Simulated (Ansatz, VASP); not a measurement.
**One calculation of AgBr, two programs**

The input INCAR:

```
SYSTEM = AgBr
ALGO = Normal
EDIFF = 1E-7
EDIFFG = -0.005
ENCUT = 500
GGA = PE
GGA_COMPAT = .False.
IBRION = 2
ISIF = 3
ISMEAR = -1
LASPH = .True.
LCHARG = .False.
LREAL = .False.
LWAVE = .False.
NELM = 120
NELMIN = 4
NSW = 32
PREC = Accurate
SIGMA = 0.02
```

Contents of KPOINTS:

```
k-points
0
Gamma
  9 9 9
  0 0 0
```

POSCAR

```
AgBr
1.0
    0.0000000000      2.9216321887      2.9216321887
    2.9216321887      0.0000000000      2.9216321887
    2.9216321887      2.9216321887      0.0000000000
Ag Br
1 1
Direct
    0.0000000000      0.0000000000      0.0000000000
    0.5000000000      0.5000000000      0.5000000000
```

Input for Ansatz:

```yaml
crystal:
  lattice:
    - [0.0, 2.9216321887, 2.9216321887]
    - [2.9216321887, 0.0, 2.9216321887]
    - [2.9216321887, 2.9216321887, 0.0]
  atoms:
    - { symbol: Ag, position: [0.0, 0.0, 0.0] }
    - { symbol: Br, position: [0.5, 0.5, 0.5] }
kpoints:
  mp_grid: { grid: [9, 9, 9] }
scf:
  occupations: { method: fermi_dirac, width: 0.02 }
hamiltonian:
  xc: pbe
  pseudopotentials: { kind: all_electron, lapw: { basis_error: 0.0005 } }
output:
  forces: true
  stress: true
  eigenvalues: true
relax:
  f_tol: 0.005
  max_steps: 12
  cell: {}
```

Alike in both runs: task relaxation of cell and atoms; functional PBE; k mesh 9 × 9 × 9; occupations fermi-dirac, width 0.02 eV; no spin polarisation.

```csv
,VASP,Ansatz
version,VASP 6.6.1,Ansatz 0.2.0
potentials or method,"VASP PAW PBE potentials, release 64 (Ag, Br), cutoff 500 eV","all-electron LAPW, scalar-relativistic"
```

VASP gave:

- relaxed volume (Å³/atom): 24.89
- relaxed cell length with the largest relative difference (Å): 4.129

Which values does Ansatz return?

Relaxed volume (Å³/atom): 24.94; relaxed cell length with the largest relative difference (Å): 4.132.

Ansatz ran all-electron here, and VASP with PAW potentials.
